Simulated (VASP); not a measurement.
**TaN: single point with LDA**

The system is TaN.

```xyz
2
Lattice="2.8983 0.0000 0.0000 -1.4491 2.5100 0.0000 0.0000 0.0000 2.8440" Properties=species:S:1:pos:R:3 pbc="T T T"
Ta    0.0000    0.0000    1.4220
N     1.4491    0.8367    0.0000
```

```yaml
Program: VASP 6.6.1
Task: single point
Functional: LDA
Potentials_or_basis: VASP PAW LDA potentials, release 64 (Ta_sv_GW, N)
Cutoff: 600 eV
k_mesh: 10 × 10 × 9
Occupations: fermi-dirac, width 0.05 eV
Spin: no spin polarisation
Dipole_correction: no
Second_run: valence_matched
Further_INCAR_settings: ALGO = Normal; EDIFF = 1e-06; NBANDS = 16
```

```
Pressure               : 4.6 GPa
Band gap on the k mesh : zero (band 9 reaches 12.93 eV, above the bottom of band 10 at 12.63 eV)
```

Stress tensor (GPa, compression positive):
```
4.46 0.00 0.00
0.00 4.46 0.00
0.00 0.00 4.78
```

Levels at points of the mesh, in eV from the Fermi level:
```
           k point  band 5  band 6  band 7  band 8  band 9  band 10  band 11  band 12  band 13  band 14
(0.00, 0.00, 0.00)  -17.86   -4.76   -4.76   -4.42   -2.95     2.62     3.73     3.73     4.14     4.14
(0.50, 0.00, 0.00)  -15.37   -8.49   -5.42   -3.67   -3.23     3.08     4.24     5.37     5.55     7.89
```

Wall time 18 s on 1 thread of Intel(R) Xeon(R) Platinum 8375C CPU @ 2.90GHz (Ice Lake) (shared host), peak memory 0.15 GiB.

Caveat: spin-orbit coupling is left out, which moves the levels of the heavy elements.
